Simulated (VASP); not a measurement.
A run of VASP 6.6.1 is set up as follows.

File INCAR:

```
SYSTEM = Cs3Rh
PREC = Accurate
ENCUT = 520
EDIFF = 1E-6
ISMEAR = 0
SIGMA = 0.1
LREAL = .FALSE.
LASPH = .TRUE.
NELM = 60
ALGO = Fast
ISIF = 2
LWAVE = .FALSE.
LCHARG = .FALSE.
GGA = PE
NBANDS = 29
```

Contents of KPOINTS:

```
regular mesh
0
G
  4 4 4
  0 0 0
```

The input POSCAR:

```
Cs3Rh
1.0
    5.2429612560      0.0000000000      0.0000000000
    0.0000000000      5.2429612560      0.0000000000
    0.0000000000      0.0000000000      5.1890709320
Cs Rh
3 1
Direct
    0.0000000000      0.5000000000      0.5000000000
    0.5000000000      0.0000000000      0.5000000000
    0.5000000000      0.5000000000      0.0000000000
    0.0000000000      0.0000000000      0.0000000000
```

Potentials or basis: VASP PAW PBE potentials, release 64 (Cs_sv, Rh_pv).

The run is started by

```sh
$ cat potpaw_PBE.64/Cs_sv/POTCAR potpaw_PBE.64/Rh_pv/POTCAR > POTCAR
$ mpirun -np 1 vasp_std > vasp.out
```

(1) Predict the band gap on the k mesh.

(2) Predict the pressure.

Answers

(1) zero (bands 21 and 22 overlap by 0.83 eV).

(2) 2.6 GPa.

Caveat: spin-orbit coupling is left out, which moves the levels of the heavy elements.
